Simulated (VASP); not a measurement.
# NaI in VASP: further runs

NaI is run at these levels: PBE; tasks: single point.

All numbers are computed with VASP 6.6.1; they aren't measurements. Logs are shortened: lines on timing, memory, paths and dates and some standing lists are left out, and cuts for length are marked.

## 1. The cell of the first run

It takes space group I4/mmm (No. 139, tetragonal). Conventional cell: a = 4.567 Å, b = 4.567 Å, c = 6.794 Å, α = 90.00°, β = 90.00°, γ = 90.00°. Na (site symmetry 4/mmm) has 6 I at 3.23 to 3.40 Å within 4.2 Å. Within 4.2 Å of I (site symmetry 4/mmm) lie 6 Na at 3.23 to 3.40 Å.

## 2. Single point, PBE (uniaxial x strain +5.2%)

File INCAR:

```
PREC     = Accurate       # precision mode
ENCUT    = 520            # plane-wave cutoff, eV
EDIFF    = 1E-6           # SCF threshold, eV
ISMEAR   = 0              # smearing method
SIGMA    = 0.01           # smearing width, eV
LREAL    = F              # projectors in reciprocal space
LASPH    = T              # aspherical terms in the spheres
NELM     = 80             # most SCF steps
ALGO     = Normal         # electronic algorithm
ISIF     = 2              # what is computed and relaxed
LWAVE    = F              # write WAVECAR
LCHARG   = F              # write CHGCAR
GGA      = PE             # functional
NBANDS   = 14             # bands
```

File KPOINTS:

```
regular mesh
0
Gamma
  4 4 4
```

File POSCAR:

```
NaI
1.0
    0.0000000000      3.2296282834      3.2296282834
    3.3972459913      0.0000000000      3.2296282834
    3.3972459913      3.2296282834      0.0000000000
Na I
1 1
Direct
    0.0000000000      0.0000000000      0.0000000000
    0.5000000000      0.5000000000      0.5000000000
```

Potentials or basis: VASP PAW PBE potentials, release 64 (Na_pv, I).

Run with:

```console
cat potpaw_PBE.64/Na_pv/POTCAR potpaw_PBE.64/I/POTCAR > POTCAR
mpirun -np 1 vasp_std > vasp.out
```

OUTCAR:

```text
PREC = Accurate
   ENCUT = 520
   EDIFF = 1E-6
   ISMEAR = 0
   LREAL = F
   LASPH = T
   NELM = 80
   ISIF = 2
   GGA = PE

 ion  position               nearest neighbor table
   1  0.000  0.000  0.000-
   2  0.500  0.500  0.500-

  LATTYP: Found a body centered tetragonal cell.
 ALAT       =     4.5673841198
 C/A-ratio  =     1.4876112463

  Lattice vectors:

 A1 = (   3.3972459913,   0.0000000000,   3.2296282834)
 A2 = (   3.3972459913,   0.0000000000,  -3.2296282834)
 A3 = (  -3.3972459913,   3.2296282834,   0.0000000000)

Analysis of symmetry for initial positions (statically):
=====================================================================
 Subroutine PRICEL returns:
 Original cell was already a primitive cell.

 Routine SETGRP: Setting up the symmetry group for a
 body centered tetragonal supercell.

 Subroutine GETGRP returns: Found 16 space group operations
 (whereof 16 operations were pure point group operations)
 out of a pool of 16 trial point group operations.

The static configuration has the point symmetry D_4h.

Analysis of symmetry for dynamics (positions and initial velocities):
=====================================================================
 Subroutine PRICEL returns:
 Original cell was already a primitive cell.

 Routine SETGRP: Setting up the symmetry group for a
 body centered tetragonal supercell.

 Subroutine GETGRP returns: Found 16 space group operations
 (whereof 16 operations were pure point group operations)
 out of a pool of 16 trial point group operations.

The dynamic configuration has the point symmetry D_4h.

 Subroutine INISYM returns: Found 16 space group operations
 (whereof 16 operations are pure point group operations),
 and found     1 'primitive' translations

----------------------------------------------------------------------------------------

                                     Primitive cell

  volume of cell :      70.8699

  direct lattice vectors                    reciprocal lattice vectors
     0.000000000  3.229628283  3.229628283    -0.147178038  0.154816578  0.154816578
     3.397245991  0.000000000  3.229628283     0.147178038 -0.154816578  0.154816578
     3.397245991  3.229628283  0.000000000     0.147178038  0.154816578 -0.154816578

  length of vectors
     4.567384120  4.687406444  4.687406444     0.263813799  0.263813799  0.263813799

  position of ions in fractional coordinates (direct lattice)
     0.000000000  0.000000000  0.000000000
     0.500000000  0.500000000  0.500000000

  ion indices of the primitive-cell ions
   primitive index   ion index
                 1           1
                 2           2

----------------------------------------------------------------------------------------

 KPOINTS: regular mesh

Automatic generation of k-mesh.
 Grid dimensions read from file:
 generate k-points for:    4    4    4

 Generating k-lattice:

  Cartesian coordinates                     Fractional coordinates (reciprocal lattice)
    -0.036794510  0.038704145  0.038704145     0.250000000 -0.000000000 -0.000000000
     0.036794510 -0.038704145  0.038704145     0.000000000  0.250000000  0.000000000
     0.036794510  0.038704145 -0.038704145     0.000000000  0.000000000  0.250000000

  Length of vectors
     0.065953450  0.065953450  0.065953450

  Shift w.r.t. Gamma in fractional coordinates (k-lattice)
     0.000000000  0.000000000  0.000000000

 Subroutine IBZKPT returns following result:
 ===========================================

 Found     13 irreducible k-points:

 Following reciprocal coordinates:
            Coordinates               Weight
  0.000000  0.000000  0.000000      1.000000
  0.250000 -0.000000 -0.000000      8.000000
  0.500000 -0.000000 -0.000000      4.000000
  0.250000  0.250000  0.000000      4.000000
  0.500000  0.250000 -0.000000     16.000000
 -0.250000  0.250000  0.000000      8.000000
  0.500000  0.500000  0.000000      2.000000
  0.000000  0.250000  0.250000      2.000000
  0.500000  0.250000  0.250000      4.000000
 -0.250000  0.250000  0.250000      8.000000
 -0.250000  0.500000  0.250000      4.000000
  0.500000 -0.250000  0.250000      2.000000
  0.000000  0.500000  0.500000      1.000000
   k-points           NKPTS =     13   k-points in BZ     NKDIM =     13   number of bands    NBANDS=     14
   number of dos      NEDOS =    301   number of ions     NIONS =      2
   total plane-waves  NPLWV =  46656
   dimension x,y,z NGX =    36 NGY =   36 NGZ =   36
   dimension x,y,z NGXF=    72 NGYF=   72 NGZF=   72
   ions per type =               1   1
   NGX,Y,Z   is equivalent  to a cutoff of  13.10, 12.77, 12.77 a.u.
   NGXF,Y,Z  is equivalent  to a cutoff of  26.21, 25.54, 25.54 a.u.
 SYSTEM =  unknown system
   PREC   = accura    normal or accurate (medium, high low for compatibility)
   ISTART =      0    job   : 0-new  1-cont  2-samecut
   ICHARG =      2    charge: 1-file 2-atom 10-const
   ISPIN  =      1    spin polarized calculation?
   LNONCOLLINEAR =      F non collinear calculations
   LSORBIT =      F    spin-orbit coupling
   LASPH  =      T    aspherical Exc in radial PAW
   ENCUT  =  520.0 eV  38.22 Ry    6.18 a.u.   8.49  8.72  8.72*2*pi/ulx,y,z
   NELM   =     80;   NELMIN=  2; NELMDL= -5     # of ELM steps
   EDIFF  = 0.1E-05   stopping-criterion for ELM
   LREAL  =      F    real-space projection
   EDIFFG = 0.1E-04   stopping-criterion for IOM
   NSW    =      0    number of steps for IOM
   IBRION =     -1    ionic relax: 0-MD 1-quasi-New 2-CG
   NFREE  =      0    steps in history (QN), initial steepest desc. (CG)
   ISIF   =      2    stress and relaxation
   ISYM   =      2    0-nonsym 1-usesym 2-fastsym
   POTIM  = 0.5000    time-step for ionic-motion
   TEBEG  =    0.0;   TEEND  =   0.0 temperature during run
   PSTRESS=    0.0 pullay stress
   NELECT =      14.0000    total number of electrons
   NUPDOWN=      -1.0000    fix difference up-down
   EMIN   =  10.00;   EMAX   =-10.00  energy-range for DOS
   EFERMI =   0.00;   METHOD = LEGACY
   ISMEAR =     0;   SIGMA  =   0.01  broadening in eV -4-tet -1-fermi 0-gaus
   EFERMI_NEDOS =   21; number of points for ismear=-14 and -15
   IALGO  =     38    algorithm
   IMIX   =      4    mixing-type and parameters
     AMIX     =   0.40;   BMIX     =  1.00
     AMIX_MAG =   1.60;   BMIX_MAG =  1.00
  volume/ion in A,a.u.               =      35.43       239.13
  Fermi-wavevector in a.u.,A,eV,Ry     =   0.953448  1.801755 12.368543  0.909062
  Thomas-Fermi vector in A             =   2.082103
   LORBIT       =      0    0 simple, 1 ext, 2 COOP (PROOUT), +10 PAW based schemes
   GGA     = PE    functional components
   LHFCALC =     F    Hartree Fock is set to
   AEXX    =    0.0000 exact exchange contribution
   IVDW    =     0    specifies the selected vdW correction
   LEPSILON=     F    determine dielectric tensor
   LRPA    =     F    only Hartree local field effects (RPA)
 non-spin polarized calculation
 Gauss-broadening in eV      SIGMA  =   0.01
  energy-cutoff  :      520.00
  volume of cell :       70.87
 maximum number of plane-waves:      1932
 NGX is ok and might be reduce to    36
   NGX = 17   NGY = 17   NGZ = 17

 number of electron      13.9999995 magnetization

 Free energy of the ion-electron system (eV)
  ---------------------------------------------------
  ext. energy  EPLUGINS =         0.00000000
  ---------------------------------------------------
  free energy    TOTEN  =        -5.37493604 eV

  energy without entropy =       -5.37493604  energy(sigma->0) =       -5.37493604

 E-fermi :   0.6771     XC(G=0):  -7.5221

 val. band max:        0.5430612954   @ k =   0.0000   0.0000   0.0000
 cond. band min:       4.0425886509   @ k =   0.0000   0.0000   0.0000
 fundamental gap:      3.4995273555
 Fermi energy:         0.6771279198

 k-point     1 :       0.0000    0.0000    0.0000
  band No.  band energies     occupation
      1     -21.9916      2.00000
      2     -21.9857      2.00000
      3     -21.9857      2.00000
      4     -10.3996      2.00000
      5       0.4919      2.00000
      6       0.4919      2.00000
      7       0.5431      2.00000
      8       4.0426      0.00000
      9       8.2302      0.00000
     10       8.5545      0.00000
     11       8.5545      0.00000
     12       9.8948      0.00000
     13      10.4510      0.00000
     14      10.9251      0.00000

 k-point     2 :       0.2500   -0.0000   -0.0000
  band No.  band energies     occupation
      1     -21.9924      2.00000
      2     -21.9873      2.00000
      3     -21.9858      2.00000
      4     -10.2669      2.00000
      5      -0.6942      2.00000
      6       0.3638      2.00000
      7       0.3894      2.00000
      8       5.3269      0.00000
      9       7.8996      0.00000
     10       8.2654      0.00000
     11       8.6368      0.00000
     12       9.9233      0.00000
     13      10.0247      0.00000
     14      10.8193      0.00000

 k-point     3 :       0.5000   -0.0000   -0.0000
  band No.  band energies     occupation
      1     -21.9936      2.00000
      2     -21.9886      2.00000
      3     -21.9858      2.00000
      4     -10.1244      2.00000
      5      -1.5220      2.00000
      6       0.2138      2.00000
      7       0.2941      2.00000
      8       5.5855      0.00000
      9       7.7529      0.00000
     10       8.1041      0.00000
     11       8.9226      0.00000
     12      10.7125      0.00000
     13      12.4475      0.00000
     14      12.7319      0.00000

 k-point     4 :       0.2500    0.2500    0.0000
  band No.  band energies     occupation
      1     -21.9922      2.00000
      2     -21.9876      2.00000
      3     -21.9866      2.00000
      4     -10.2194      2.00000
      5      -0.6487      2.00000
      6       0.0536      2.00000
      7       0.1911      2.00000
      8       5.6946      0.00000
      9       6.9194      0.00000
     10       8.0766      0.00000
     11       9.4235      0.00000
     12       9.6336      0.00000
     13      10.7162      0.00000
     14      13.1378      0.00000

 k-point     5 :       0.5000    0.2500   -0.0000
  band No.  band energies     occupation
      1     -21.9930      2.00000
      2     -21.9887      2.00000
      3     -21.9869      2.00000
      4     -10.0838      2.00000
      5      -1.1912      2.00000
      6      -0.3293      2.00000
      7       0.0041      2.00000
      8       5.9349      0.00000
      9       7.1057      0.00000
     10       8.2771      0.00000
     11       9.0528      0.00000
[... 89 lines left out ...]
 k-point    11 :      -0.2500    0.5000    0.2500
  band No.  band energies     occupation
      1     -21.9937      2.00000
      2     -21.9879      2.00000
      3     -21.9873      2.00000
      4     -10.0561      2.00000
      5      -0.7614      2.00000
      6      -0.7592      2.00000
      7      -0.4003      2.00000
      8       6.3228      0.00000
      9       7.8636      0.00000
     10       8.0837      0.00000
     11       8.4152      0.00000
     12      12.0346      0.00000
     13      12.3647      0.00000
     14      12.7555      0.00000

 k-point    12 :       0.5000   -0.2500    0.2500
  band No.  band energies     occupation
      1     -21.9928      2.00000
      2     -21.9883      2.00000
      3     -21.9883      2.00000
      4     -10.0370      2.00000
      5      -0.8393      2.00000
      6      -0.8393      2.00000
      7      -0.2472      2.00000
      8       6.0631      0.00000
      9       7.8441      0.00000
     10       7.8441      0.00000
     11       8.1466      0.00000
     12      12.3612      0.00000
     13      12.3612      0.00000
     14      13.3329      0.00000

 k-point    13 :       0.0000    0.5000    0.5000
  band No.  band energies     occupation
      1     -21.9946      2.00000
      2     -21.9868      2.00000
      3     -21.9868      2.00000
      4     -10.0881      2.00000
      5      -1.2501      2.00000
      6      -0.1034      2.00000
      7      -0.1034      2.00000
      8       5.0145      0.00000
      9       6.2200      0.00000
     10       9.8519      0.00000
     11      11.7025      0.00000
     12      11.7025      0.00000
     13      11.9329      0.00000
     14      13.6201      0.00000

------------------------ aborting loop because EDIFF is reached ----------------------------------------

  FORCE on cell =-STRESS in cart. coord.  units (eV):
  Direction    XX          YY          ZZ          XY          YZ          ZX
  --------------------------------------------------------------------------------------
  -------------------------------------------------------------------------------------
  Total       -0.3228442      0.0789644      0.0789644      0.0000000      0.0000000      0.0000000
  in kB       -7.2986319      1.7851715      1.7851715      0.0000000      0.0000000      0.0000000
  external PRESSURE =      -1.2427630 kB  Pullay stress =       0.0000000 kB

 VOLUME and BASIS-vectors are now :
 -----------------------------------------------------------------------------
  energy-cutoff  :      520.00
  volume of cell :       70.87
      direct lattice vectors                 reciprocal lattice vectors
     0.000000000  3.229628283  3.229628283    -0.147178038  0.154816578  0.154816578
     3.397245991  0.000000000  3.229628283     0.147178038 -0.154816578  0.154816578
     3.397245991  3.229628283  0.000000000     0.147178038  0.154816578 -0.154816578

 POSITION                                       TOTAL-FORCE (eV/Angst)
 -----------------------------------------------------------------------------------
      0.00000      0.00000      0.00000        -0.000000     -0.000000      0.000000
      3.39725      3.22963      3.22963         0.000000      0.000000     -0.000000
 -----------------------------------------------------------------------------------
    total drift:                                0.000000      0.000000      0.000000

  FREE ENERGIE OF THE ION-ELECTRON SYSTEM (eV)
  ---------------------------------------------------
  free  energy   TOTEN  =        -5.3749360379 eV

  energy  without entropy=       -5.3749360379  energy(sigma->0) =       -5.37493604
```

Run time: 13 s. Hardware: 1 thread of AMD EPYC 7R13 (Zen 3), shared host; peak memory 0.17 GiB.

What came out:

* Free energy: -5.3749 eV
* Pressure: -0.1 GPa
* Band gap on the k mesh: 3.50 eV

Levels at points of the mesh, in eV from the valence-band top:
```tsv
k point	band 4	band 5	band 6	band 7	band 8	band 9	band 10	band 11
(0.00, 0.00, 0.00)	-10.94	-0.05	-0.05	0.00	3.50	7.69	8.01	8.01
(0.50, 0.00, 0.00)	-10.67	-2.07	-0.33	-0.25	5.04	7.21	7.56	8.38
(0.50, 0.50, 0.00)	-10.58	-1.80	-0.85	-0.66	4.42	5.57	9.68	10.56
(0.00, 0.50, 0.50)	-10.63	-1.79	-0.65	-0.65	4.47	5.68	9.31	11.16
```

Caveat: the cell differs from its parent crystal (uniaxial x strain +5.2%); spin-orbit coupling is left out, which moves the levels of the heavy elements.

(Continued in part 2 of 2.)
